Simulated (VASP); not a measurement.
Wanted: the native input for a VASP 6.6.1 run.

| Property | Result |
| --- | --- |
| Task | electric field gradients |
| Functional | PBE |
| Potentials or basis | VASP PAW PBE potentials, release 64 (Ag) |
| Cutoff | 520 eV |
| k mesh | 13 × 13 × 7 |
| Occupations | fermi-dirac, width 0.03 eV |
| Spin | no spin polarisation |
| Dipole correction | no |
| Further INCAR settings | ALGO = Normal; EDIFF = 1e-08; NBANDS = 18 |

The structure of Ag lies in POSCAR:

```
Ag
1.0
    2.9299980804      0.0000000000      0.0000000000
   -1.4649990402      2.5374527707      0.0000000000
    0.0000000000      0.0000000000      4.7900000000
Ag
2
Direct
    0.3333333333      0.6666666667      0.2500000000
    0.6666666667      0.3333333333      0.7500000000
```

This isn't the form of Ag at room conditions, which is fcc.

These files were run (other wordings do the same):

INCAR

```
SYSTEM = Ag
PREC = Accurate
ENCUT = 520
EDIFF = 1E-8
ISMEAR = -1
SIGMA = 0.03
LREAL = .FALSE.
LASPH = .TRUE.
NELM = 80
ALGO = Normal
ISIF = 2
LWAVE = .FALSE.
LCHARG = .FALSE.
GGA = PE
LEFG = .TRUE.
NBANDS = 18
```

KPOINTS

```
regular mesh
0
G
  13 13 7
  0 0 0
```

Potentials or basis: VASP PAW PBE potentials, release 64 (Ag).

Launch:

```sh
$ cat potpaw_PBE.64/Ag/POTCAR > POTCAR
$ mpirun -np 1 vasp_std > vasp.out
```

Results of the run:

- Pressure: 0.1 GPa
- Band gap on the k mesh: zero (bands 11 and 12 overlap by 6.28 eV)
- Largest electric field gradient by atom: Ag -5.0 V/Å²

Caveat: without QUAD_EFG the Cq values of the log hold for a quadrupole moment of 1 mb, not for the nuclei.

Wall time 52 s on 1 thread of Intel Xeon 8259CL, on a shared host, peak memory 0.18 GiB.
